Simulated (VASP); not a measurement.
CoO:

```xyz
2
Lattice="0.0000 2.3436 2.3436 2.3436 0.0000 2.3436 2.3436 2.3436 0.0000" Properties=species:S:1:pos:R:3 pbc="T T T"
Co    0.0000    0.0000    0.0000
O     1.1718    1.1718    1.1718
```

```yaml
Program: VASP 6.6.1
Task: relaxation of cell and atoms
Functional: PBE-based screened hybrid with 25 % exact exchange
Potentials_or_basis: VASP PAW PBE potentials, release 64 (Co, O)
Cutoff: 600 eV
k_mesh: 5 × 5 × 5
Occupations: fermi-dirac, width 0.05 eV
Spin: collinear spin, ferromagnetic start
Starting_moments: "[2.0, 0.0] μB"
```

At the start: pressure -8.3 GPa; volume 12.87 Å³/atom.

Problem. How do energy, volume and symmetry change on relaxing?

Solution. Over 3 steps the energy falls by 22.7 meV/atom and the volume is 12.05 Å³/atom (-6.4 %); space group F-43m (No. 216, to 0.1 Å) before and after; moment 3.00 μB per cell.

The path:
| step | energy change (eV) | largest force (eV/Å) | pressure (GPa) | volume (Å³) |
| --- | --- | --- | --- | --- |
| 1 | 0.0000 | 0.0000 | -8.25 | 25.75 |
| 2 | -0.0345 | 0.0000 | 4.92 | 23.35 |
| 3 | -0.0454 | 0.0000 | -0.04 | 24.09 |

Final structure:
```cif
data_structure
_symmetry_space_group_name_H-M 'P 1'
_symmetry_Int_Tables_number 1
_cell_length_a 3.2419
_cell_length_b 3.2419
_cell_length_c 3.2419
_cell_angle_alpha 60.000
_cell_angle_beta 60.000
_cell_angle_gamma 60.000
_cell_volume 24.09
loop_
_atom_site_label
_atom_site_type_symbol
_atom_site_fract_x
_atom_site_fract_y
_atom_site_fract_z
_atom_site_occupancy
Co1 Co 0.00000 0.00000 0.00000 1
O1 O 0.25000 0.25000 0.25000 1
```

Caveat: the k points lie up to 0.47 Å⁻¹ apart in the final cell; the PAW data sets were made with another functional, which shifts forces and pressure a little; a cell with one magnetic atom can't hold antiferromagnetic order, which such compounds often take.
